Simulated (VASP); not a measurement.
# H2SO3 in VASP: further runs

H2SO3 is run at these levels: PBE; tasks: single point.

All numbers are computed with VASP 6.6.1; they aren't measurements. Logs are shortened: lines on timing, memory, paths and dates and some standing lists are left out, and cuts for length are marked.

### 1 The cell of the first run

The cell holds a disordered packing, 36 atoms: a = 9.326 Å, b = 9.326 Å, c = 9.326 Å, α = 90.00°, β = 90.00°, γ = 90.00°.

### 2 Single point, PBE

INCAR reads:

```
  PREC = Accurate
  ENCUT = 520
  EDIFF = 1E-6
  ISMEAR = -1
  SIGMA = 0.02
  LREAL = Auto
  LASPH = T
  NELM = 80
  ALGO = Normal
  ISIF = 2
  LWAVE = F
  LCHARG = F
  GGA = PE
  NBANDS = 102
```

KPOINTS reads:

```
regular mesh
0
Gamma
  1 1 1
```

POSCAR reads:

```
H2SO3
1.0
    9.3262990000      0.0000000000      0.0000000000
    0.0000000000      9.3262990000      0.0000000000
    0.0000000000      0.0000000000      9.3262990000
O H S
18 12 6
Direct
    0.3677986305      0.0198899907      0.1668614742
    0.2865230892      0.1227925461      0.7732220466
    0.7890911497      0.6569701443      0.7451294452
    0.6867890468      0.4024640428      0.5491674672
    0.9919047202      0.7898953272      0.3824346614
    0.5665913134      0.5372441952     -0.0484007643
    0.2824593121      0.7687293749      0.6485638086
    0.4620911253      0.8626787539      0.8221803740
    0.0483257078      0.5329230813      0.8082627417
   -0.0779301629      0.4105594298      1.0079561035
    0.3246625483      0.6890407438      0.1386294821
    0.2704609835      0.4458681842      0.1342976458
    0.9217697181      0.2794248823      0.3159559864
    1.0496339438      0.1035995093      0.1842317086
    0.4968208718      0.2446522463     -0.0444871004
    0.5904485799      0.3152804773      0.1947396282
    0.5873176487      0.1011011978      0.4210673494
    0.6883009005     -0.1075238956      0.5136442655
    0.3476191360     -0.0833664029      0.1535442945
    0.2726269016      0.0641840885      0.1868157991
    0.2761116709      0.0244469966      0.8117260663
    0.3727309193      0.1453524061      0.8351329933
    0.8198643428      0.6806665752      0.8445043420
    0.6952918837      0.6084299892      0.7370233358
    0.7583286789      0.4172823539      0.6195169166
    0.7153534323      0.4357355474      0.4717305332
    1.0842242995      0.7633038572      0.4165746777
    0.9382071066      0.7897237693      0.4700471216
    0.6621061581      0.5505292078     -0.0127381719
    0.5509795472      0.4461791328     -0.0872371774
    0.4129612400      0.7475205331      0.7287135015
    0.0558099199      0.4250453476      0.9221235562
    0.3788855579      0.5482238989      0.1712147552
    0.9126878733      0.1423179763      0.2491770851
    0.5687250645      0.1917159208      0.0944104408
    0.6133408333      0.0221095206      0.5478378937
```

Potentials or basis: VASP PAW PBE potentials, release 64 (O, H, S).

Started as:

```bash
$ cat potpaw_PBE.64/O/POTCAR potpaw_PBE.64/H/POTCAR potpaw_PBE.64/S/POTCAR > POTCAR
$ mpirun -np 1 vasp_gam > vasp.out
```

OUTCAR:

```text
PREC = Accurate
   ENCUT = 520
   EDIFF = 1E-6
   ISMEAR = -1
   LREAL = Auto
   LASPH = T
   NELM = 80
   ISIF = 2
   GGA = PE

 ion  position               nearest neighbor table
   1  0.368  0.020  0.167-  19 0.99  20 1.00
   2  0.287  0.123  0.773-  21 0.99  22 1.01
   3  0.789  0.657  0.745-  24 0.99  23 1.00
   4  0.687  0.402  0.549-  26 0.83  25 0.95
   5  0.992  0.790  0.382-  27 0.95  28 0.96
   6  0.567  0.537  0.952-  30 0.93  29 0.96
   7  0.282  0.769  0.649-  31 1.44
   8  0.462  0.863  0.822-  31 1.46
   9  0.048  0.533  0.808-  32 1.46
  10  0.922  0.411  0.008-  32 1.49
  11  0.325  0.689  0.139-  33 1.44
  12  0.270  0.446  0.134-  33 1.43
[... 16 lines left out ...]
  29  0.662  0.551  0.987-   6 0.96
  30  0.551  0.446  0.913-   6 0.93
  31  0.413  0.748  0.729-   7 1.44   8 1.46
  32  0.056  0.425  0.922-   9 1.46  10 1.49
  33  0.379  0.548  0.171-  12 1.43  11 1.44
  34  0.913  0.142  0.249-  13 1.42  14 1.46
  35  0.569  0.192  0.094-  16 1.50  15 1.54
  36  0.613  0.022  0.548-  17 1.41  18 1.43

  LATTYP: Found a simple cubic cell.
 ALAT       =     9.3262990000

  Lattice vectors:

 A1 = (   9.3262990000,   0.0000000000,   0.0000000000)
 A2 = (   0.0000000000,   9.3262990000,   0.0000000000)
 A3 = (   0.0000000000,   0.0000000000,   9.3262990000)

Analysis of symmetry for initial positions (statically):
=====================================================================
 Subroutine PRICEL returns:
 Original cell was already a primitive cell.

 Routine SETGRP: Setting up the symmetry group for a
 simple cubic supercell.

 Subroutine GETGRP returns: Found  1 space group operations
 (whereof  1 operations were pure point group operations)
 out of a pool of 48 trial point group operations.

The static configuration has the point symmetry C_1 .

Analysis of symmetry for dynamics (positions and initial velocities):
=====================================================================
 Subroutine PRICEL returns:
 Original cell was already a primitive cell.

 Routine SETGRP: Setting up the symmetry group for a
 simple cubic supercell.

 Subroutine GETGRP returns: Found  1 space group operations
 (whereof  1 operations were pure point group operations)
 out of a pool of 48 trial point group operations.

The dynamic configuration has the point symmetry C_1 .

 Subroutine INISYM returns: Found  1 space group operations
 (whereof  1 operations are pure point group operations),
 and found     1 'primitive' translations

----------------------------------------------------------------------------------------

                                     Primitive cell

  volume of cell :     811.2001

  direct lattice vectors                    reciprocal lattice vectors
     9.326299000  0.000000000  0.000000000     0.107223669  0.000000000  0.000000000
     0.000000000  9.326299000  0.000000000     0.000000000  0.107223669  0.000000000
     0.000000000  0.000000000  9.326299000     0.000000000  0.000000000  0.107223669

  length of vectors
     9.326299000  9.326299000  9.326299000     0.107223669  0.107223669  0.107223669

  position of ions in fractional coordinates (direct lattice)
     0.367798630  0.019889991  0.166861474
     0.286523089  0.122792546  0.773222047
     0.789091150  0.656970144  0.745129445
     0.686789047  0.402464043  0.549167467
     0.991904720  0.789895327  0.382434661
     0.566591313  0.537244195  0.951599236
[... 28 lines left out ...]
     0.568725065  0.191715921  0.094410441
     0.613340833  0.022109521  0.547837894

  ion indices of the primitive-cell ions
   primitive index   ion index
                 1           1
                 2           2
                 3           3
                 4           4
                 5           5
                 6           6
[... 28 lines left out ...]
                35          35
                36          36

----------------------------------------------------------------------------------------

 KPOINTS: regular mesh

Automatic generation of k-mesh.
 Grid dimensions read from file:
 generate k-points for:    1    1    1

 Generating k-lattice:

  Cartesian coordinates                     Fractional coordinates (reciprocal lattice)
     0.107223669  0.000000000  0.000000000     1.000000000  0.000000000  0.000000000
     0.000000000  0.107223669  0.000000000     0.000000000  1.000000000  0.000000000
     0.000000000  0.000000000  0.107223669     0.000000000  0.000000000  1.000000000

  Length of vectors
     0.107223669  0.107223669  0.107223669

  Shift w.r.t. Gamma in fractional coordinates (k-lattice)
     0.000000000  0.000000000  0.000000000

 Subroutine IBZKPT returns following result:
 ===========================================

 Found      1 irreducible k-points:

 Following reciprocal coordinates:
            Coordinates               Weight
  0.000000  0.000000  0.000000      1.000000
   k-points           NKPTS =      1   k-points in BZ     NKDIM =      1   number of bands    NBANDS=    102
   number of dos      NEDOS =    301   number of ions     NIONS =     36
   total plane-waves  NPLWV = 343000
   dimension x,y,z NGX =    70 NGY =   70 NGZ =   70
   dimension x,y,z NGXF=   140 NGYF=  140 NGZF=  140
   ions per type =              18  12   6
   NGX,Y,Z   is equivalent  to a cutoff of  12.48, 12.48, 12.48 a.u.
   NGXF,Y,Z  is equivalent  to a cutoff of  24.96, 24.96, 24.96 a.u.
 SYSTEM =  unknown system
   PREC   = accura    normal or accurate (medium, high low for compatibility)
   ISTART =      0    job   : 0-new  1-cont  2-samecut
   ICHARG =      2    charge: 1-file 2-atom 10-const
   ISPIN  =      1    spin polarized calculation?
   LNONCOLLINEAR =      F non collinear calculations
   LSORBIT =      F    spin-orbit coupling
   LASPH  =      T    aspherical Exc in radial PAW
   ENCUT  =  520.0 eV  38.22 Ry    6.18 a.u.  17.34 17.34 17.34*2*pi/ulx,y,z
   NELM   =     80;   NELMIN=  2; NELMDL= -5     # of ELM steps
   EDIFF  = 0.1E-05   stopping-criterion for ELM
   LREAL  =      T    real-space projection
   EDIFFG = 0.1E-04   stopping-criterion for IOM
   NSW    =      0    number of steps for IOM
   IBRION =     -1    ionic relax: 0-MD 1-quasi-New 2-CG
   NFREE  =      0    steps in history (QN), initial steepest desc. (CG)
   ISIF   =      2    stress and relaxation
   ISYM   =      2    0-nonsym 1-usesym 2-fastsym
   POTIM  = 0.5000    time-step for ionic-motion
   TEBEG  =    0.0;   TEEND  =   0.0 temperature during run
   PSTRESS=    0.0 pullay stress
   NELECT =     156.0000    total number of electrons
   NUPDOWN=      -1.0000    fix difference up-down
   EMIN   =  10.00;   EMAX   =-10.00  energy-range for DOS
   EFERMI =   0.00;   METHOD = LEGACY
   ISMEAR =    -1;   SIGMA  =   0.02  broadening in eV -4-tet -1-fermi 0-gaus
   EFERMI_NEDOS =   21; number of points for ismear=-14 and -15
   IALGO  =     38    algorithm
   IMIX   =      4    mixing-type and parameters
     AMIX     =   0.40;   BMIX     =  1.00
     AMIX_MAG =   1.60;   BMIX_MAG =  1.00
  volume/ion in A,a.u.               =      22.53       152.06
  Fermi-wavevector in a.u.,A,eV,Ry     =   0.944946  1.785689 12.148956  0.892923
  Thomas-Fermi vector in A             =   2.072800
   LORBIT       =      0    0 simple, 1 ext, 2 COOP (PROOUT), +10 PAW based schemes
   GGA     = PE    functional components
   LHFCALC =     F    Hartree Fock is set to
   AEXX    =    0.0000 exact exchange contribution
   IVDW    =     0    specifies the selected vdW correction
   LEPSILON=     F    determine dielectric tensor
   LRPA    =     F    only Hartree local field effects (RPA)
 non-spin polarized calculation
  energy-cutoff  :      520.00
  volume of cell :      811.20
 maximum number of plane-waves:     10940
 NGX is ok and might be reduce to    70
   NGX = 35   NGY = 35   NGZ = 35

 number of electron     156.0000004 magnetization

 Free energy of the ion-electron system (eV)
  ---------------------------------------------------
  ext. energy  EPLUGINS =         0.00000000
  ---------------------------------------------------
  free energy    TOTEN  =      -187.19823825 eV

  energy without entropy =     -187.19823825  energy(sigma->0) =     -187.19823825

 E-fermi :  -2.9257     XC(G=0):  -5.5953

 val. band max:       -3.4130150192   @ k =   0.0000   0.0000   0.0000
 cond. band min:      -1.7133253140   @ k =   0.0000   0.0000   0.0000
 fundamental gap:      1.6996897052
 Fermi energy:        -2.9257173072

 k-point     1 :       0.0000    0.0000    0.0000
  band No.  band energies     occupation
      1     -25.8839      2.00000
      2     -25.8021      2.00000
      3     -25.7810      2.00000
      4     -25.6767      2.00000
      5     -25.0930      2.00000
      6     -24.8834      2.00000
[... 82 lines left out ...]
     89       2.8116      0.00000
     90       2.9596      0.00000
 [bands above 90 left out]

------------------------ aborting loop because EDIFF is reached ----------------------------------------

  FORCE on cell =-STRESS in cart. coord.  units (eV):
  Direction    XX          YY          ZZ          XY          YZ          ZX
  --------------------------------------------------------------------------------------
  -------------------------------------------------------------------------------------
  Total        0.3579059      8.9969630      5.2517002     -0.7764040     -4.2219294     -3.3641967
  in kB        0.7068892     17.7696351     10.3724776     -1.5334526     -8.3386077     -6.6445253
  external PRESSURE =       9.6163340 kB  Pullay stress =       0.0000000 kB

 VOLUME and BASIS-vectors are now :
 -----------------------------------------------------------------------------
  energy-cutoff  :      520.00
  volume of cell :      811.20
      direct lattice vectors                 reciprocal lattice vectors
     9.326299000  0.000000000  0.000000000     0.107223669  0.000000000  0.000000000
     0.000000000  9.326299000  0.000000000     0.000000000  0.107223669  0.000000000
     0.000000000  0.000000000  9.326299000     0.000000000  0.000000000  0.107223669

 POSITION                                       TOTAL-FORCE (eV/Angst)
 -----------------------------------------------------------------------------------
      3.43020      0.18550      1.55620        -0.994388     -0.071786      0.253853
      2.67220      1.14520      7.21130         1.154452     -0.684043      1.376980
      7.35930      6.12710      6.94930         0.084103      0.170452     -0.021309
      6.40520      3.75350      5.12170        -4.947747     -4.688685     10.005222
      9.25080      7.36680      3.56670        -0.523405      0.315065     -0.690406
      5.28420      5.01050      8.87490        -0.860279      2.779575      0.512103
[... 28 lines left out ...]
      5.30410      1.78800      0.88050        -1.227556      3.170693     -1.241808
      5.72020      0.20620      5.10930         0.189480     -0.257856      0.403162
 -----------------------------------------------------------------------------------
    total drift:                                0.002764      0.009265      0.009327

  FREE ENERGIE OF THE ION-ELECTRON SYSTEM (eV)
  ---------------------------------------------------
  free  energy   TOTEN  =      -187.1982382486 eV

  energy  without entropy=     -187.1982382485  energy(sigma->0) =     -187.19823825
```

It took 2.6 min on 1 thread of Intel Xeon Platinum 8488C (Sapphire Rapids), shared host; peak memory 0.69 GiB.

Results:

- Free energy: -187.1982 eV
- Pressure: 1.0 GPa
- Largest force: 12.168 eV/Å
- Band gap on the k mesh: 1.70 eV

Forces in eV/Å, atoms in the order of the input:
```
O    -0.994  -0.072   0.254
O     1.154  -0.684   1.377
O     0.084   0.170  -0.021
O    -4.948  -4.689  10.005
O    -0.523   0.315  -0.690
O    -0.860   2.780   0.512
O    -0.367   0.094  -0.226
O    -0.180  -0.332  -0.120
O     0.626  -0.534   0.651
O     1.193   0.009  -0.656
O     0.525   1.802   0.075
O    -0.289  -1.908  -0.026
O    -0.861   1.230   1.093
O    -0.391  -0.863  -0.323
O     1.441  -1.417   2.174
O    -0.124  -2.121  -1.088
O    -0.980   2.001  -1.288
O     0.752  -1.646   0.838
H     0.253   0.423  -0.012
H     0.679  -0.320  -0.228
H    -0.458   0.437  -0.626
H    -0.925   0.438  -0.883
H    -0.866  -0.601  -1.051
H     0.642   0.555   0.827
H     1.053   0.306   0.712
H     4.002   4.444 -10.597
H     1.248  -0.296   0.149
H    -0.821   0.014   0.611
H     0.625  -0.490   0.152
H     0.052  -2.316  -0.525
S     0.526  -0.006   0.392
S    -1.615   0.324  -0.023
S    -0.179   0.467   0.046
S     1.563  -0.428  -0.645
S    -1.228   3.171  -1.242
S     0.189  -0.258   0.403
```

Caveat: the k points lie up to 0.67 Å⁻¹ apart; the atoms stand as in a frame of molecular dynamics.

### 3 Single point, PBE

INCAR reads:

```
SYSTEM = H2SO3
ALGO     = Normal         ! electronic algorithm
EDIFF    = 1E-6           ! SCF threshold, eV
ENCUT    = 520            ! plane-wave cutoff, eV
GGA      = PE             ! functional
ISIF     = 2              ! what is computed and relaxed
ISMEAR   = -1             ! smearing method
LASPH    = .TRUE.         ! aspherical terms in the spheres
LCHARG   = .FALSE.        ! write CHGCAR
LREAL    = Auto         
LWAVE    = .FALSE.        ! write WAVECAR
NBANDS   = 102            ! bands
NELM     = 60             ! most SCF steps
PREC     = Accurate       ! precision mode
SIGMA    = 0.02           ! smearing width, eV
```

KPOINTS reads:

```
k-points
0
G
  1 1 1
  0 0 0
```

POSCAR reads:

```
H2SO3
1.0
    9.3262990000      0.0000000000      0.0000000000
    0.0000000000      9.3262990000      0.0000000000
    0.0000000000      0.0000000000      9.3262990000
O H S
18 12 6
Direct
    0.3491846015      0.0094678500      0.1839958166
    0.2539378161      0.1425002565      0.7593687485
    0.7694692182      0.6705017714      0.7265046939
    0.6923217881      0.4141835899      0.5666127582
    0.9865542591      0.7920183558      0.3890825289
    0.5643074493      0.5690681802     -0.0483793196
    0.2840462224      0.7755166331      0.6496146006
    0.4630239712      0.8408158477      0.8334710264
    0.0872264550      0.5326979116      0.8262977629
   -0.0841384133      0.4176683591      0.9991423179
    0.3350954114      0.7105283671      0.1386723715
    0.2909728714      0.4333230148      0.1420606395
    0.9203865328      0.2729485726      0.3347630180
    1.0538585563      0.0907219466      0.1686521095
    0.5057418811      0.2151014030     -0.0540836188
    0.5852160648      0.3074209823      0.1909867998
    0.5699795814      0.1099364282      0.4220430848
    0.6865317100     -0.1189646611      0.5330946391
    0.2971382324     -0.0170592858      0.0999110151
    0.2929028975      0.0920622425      0.2222639441
    0.2701822020      0.0602382574      0.6995164963
    0.3289943846      0.1399161661      0.8362266747
    0.8571352902      0.6257251671      0.7129516221
    0.7427919692      0.6318369162      0.8256865880
    0.7132196812      0.5027825078      0.5022463895
    0.7147744245      0.3232793630      0.4801475912
    1.0616751618      0.8179772062      0.4623806292
    0.9031342444      0.7753557976      0.4422225794
    0.6146489620      0.5853232885      0.0422354033
    0.5492746909      0.4596678704     -0.0519927573
    0.4132614663      0.7368839451      0.7267620307
    0.0487760472      0.4097981418      0.9109401275
    0.3685706409      0.5619485286      0.1787311344
    0.9278921896      0.1468642599      0.2520828466
    0.5794474314      0.1883383752      0.0876231826
    0.6187556286      0.0232997033      0.5385844910
```

Potentials or basis: VASP PAW PBE potentials, release 64 (O, H, S).

Started as:

```bash
$ cat potpaw_PBE.64/O/POTCAR potpaw_PBE.64/H/POTCAR potpaw_PBE.64/S/POTCAR > POTCAR
$ mpirun -np 1 vasp_gam > vasp.out
```

It took 2.9 min on 1 thread of Intel Xeon Platinum 8488C (Sapphire Rapids), shared host; peak memory 0.66 GiB.

The run converged. Its results:

- Free energy: -187.1260 eV
- Pressure: -1.1 GPa
- Largest force: 5.393 eV/Å
- Band gap on the k mesh: 1.61 eV

Forces on the atoms (eV/Å):
```
O    0.380  1.527  1.239
O    0.482  0.627  1.156
O   -2.461  0.484  2.380
O    1.349 -1.861 -4.878
O    2.844  0.850 -0.151
O   -0.172 -2.189  0.215
O   -0.269  0.093 -0.412
O   -0.212 -0.440 -0.640
O    0.043  0.558 -0.361
O    1.305 -0.043 -0.975
O   -0.673 -1.580 -0.115
O   -1.121  0.101 -0.688
O    0.852  2.194  1.205
O   -1.526  1.750  1.570
O    1.165  0.020  2.080
O    0.022 -0.676 -0.991
O    0.000 -0.120 -1.443
O   -0.590  1.195 -1.125
H   -0.524 -0.442 -0.821
H    0.444 -0.860 -0.385
H    0.157 -0.550 -0.114
H   -0.699 -0.065 -1.062
H    2.508 -1.154 -0.602
H   -0.021  0.690 -1.749
H   -0.448 -1.861  1.554
H   -0.933  3.707  3.346
H   -1.060 -0.490 -0.993
H   -1.800 -0.293  1.234
H    0.056 -0.111 -0.189
H    0.435  1.944 -0.049
S    0.405  0.524  0.967
S   -1.354 -0.635  1.306
S    1.326  1.600  0.912
S    0.716 -3.964 -2.768
S   -1.199  0.514 -1.204
S    0.572 -1.043  2.554
```

Stress tensor (GPa, compression positive):
```
-0.26  0.26  0.16
 0.26 -1.58 -0.51
 0.16 -0.51 -1.42
```

Levels at points of the mesh, in eV from the valence-band top:
```
           k point  band 75  band 76  band 77  band 78  band 79  band 80  band 81  band 82
(0.00, 0.00, 0.00)    -0.66    -0.47    -0.32     0.00     1.61     1.80     1.92     2.04
```

Caveat: the k points lie up to 0.67 Å⁻¹ apart; the atoms stand as in a frame of molecular dynamics.

(Continued in part 2 of 2.)
